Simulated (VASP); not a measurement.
TiN: single point with PBEsol

The system is TiN.

```
Ti N
1.0
     0.00000    2.12959    2.12959
     2.12959    0.00000    2.12959
     2.12959    2.12959    0.00000
Ti N
1 1
Direct
  0.00000 0.00000 0.00000
  0.50000 0.50000 0.50000
```

* Program: VASP 6.6.1
* Task: single point
* Functional: PBEsol
* Potentials or basis: VASP PAW PBE potentials, release 64 (Ti_sv, N)
* Cutoff: 520 eV
* k mesh: 20 × 20 × 20
* Occupations: gaussian, width 0.15 eV
* Spin: collinear spin
* Starting moments: [0.125, 0.0] μB
* Fixed moment: 0.125 μB

| Quantity | Value |
| --- | --- |
| Pressure | -10.2 GPa |
| Net moment | 0.12 μB per cell |
| Site moments | Ti +0.10; N +0.01 μB |
| Valence electrons inside the program's atomic spheres | Ti 10.37; N 3.72 |

It took 3.9 min on 1 thread of Intel Xeon 8259CL (shared host), peak memory 0.27 GiB.

Caveat: the cell stands under tension; the PAW data sets were made with another functional, which shifts forces and pressure a little; the total moment is fixed, so each spin has its own Fermi level and the state may be an excited one.
